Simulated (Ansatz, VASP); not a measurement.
## One calculation of Ba2C, two programs

```xyz
3
Lattice="0.0000 3.5066 3.5066 3.5066 0.0000 3.5066 3.5066 3.5066 0.0000" Properties=species:S:1:pos:R:3 pbc="T T T"
C     0.0000    0.0000    0.0000
Ba    1.7533    1.7533    1.7533
Ba    5.2600    5.2600    5.2600
```

Alike in both runs: task single point; functional LDA; k mesh 4 × 4 × 4; occupations fermi-dirac, width 0.02 eV; no spin polarisation.

```csv
,VASP,Ansatz
version,VASP 6.6.1,Ansatz 0.2.0
potentials or method,"VASP PAW LDA potentials, release 64 (C, Ba_sv)",plane waves
plane-wave cutoff (eV),520,420
valence electrons in the cell,24,24
```

VASP gave:

| Property | Result |
| --- | --- |
| pressure (GPa) | -1.9 |

Task: Estimate Ansatz's values.

Result: Pressure (GPa): -3.2.

LDA's correlation is that of Perdew and Zunger in VASP and of Perdew and Wang (1992) in Ansatz.

The k mesh is coarse, so the values compare programs but aren't converged. Neither program's run includes spin-orbit coupling.
